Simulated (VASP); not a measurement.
ZnGaSi, 3 atoms in the cell. The structure is hexagonal, space group P-6m2 (No. 187). The conventional cell has a = 4.613 Å, b = 4.613 Å, c = 2.593 Å, α = 90.00°, β = 90.00°, γ = 120.00°. Within 3.4 Å of Zn (site symmetry -6m2) lie 2 Zn at 2.59 Å and 6 Si at 2.96 Å and 6 Ga at 2.96 Å. Ga (site symmetry -6m2) has 2 Ga at 2.59 Å and 3 Si at 2.66 Å and 6 Zn at 2.96 Å within 3.4 Å. Si (site symmetry -6m2) has 2 Si at 2.59 Å and 3 Ga at 2.66 Å and 6 Zn at 2.96 Å within 3.4 Å. 

| Item | Value |
| --- | --- |
| Program | VASP 6.6.1 |
| Task | vibrations by perturbation theory |
| Functional | PBEsol |
| Potentials or basis | VASP PAW PBE potentials, release 64 (Zn, Ga_d, Si) |
| Cutoff | 520 eV |
| k mesh | 2 × 2 × 2 |
| Occupations | fermi-dirac, width 0.15 eV |
| Spin | no spin polarisation |
| Dipole correction | no |
| Further INCAR settings | ALGO = Normal; EDIFF = 1e-08; IBRION = 8; NSW = 1 |

Potentials or basis: VASP PAW PBE potentials, release 64 (Zn, Ga_d, Si).

The run is started by

```console
$ cat potpaw_PBE.64/Zn/POTCAR potpaw_PBE.64/Ga_d/POTCAR potpaw_PBE.64/Si/POTCAR > POTCAR
$ mpirun -np 1 vasp_std > vasp.out
```

Hardware: 1 thread of Intel(R) Xeon(R) Platinum 8559C (Emerald Rapids), on a shared host.

**Question.** How long does it take, and how much memory?

**Answer.** It took 2.2 min on 1 thread of Intel(R) Xeon(R) Platinum 8559C (Emerald Rapids), on a shared host, peak memory 0.2 GiB. Counts: scf iterations 90, k points 4.
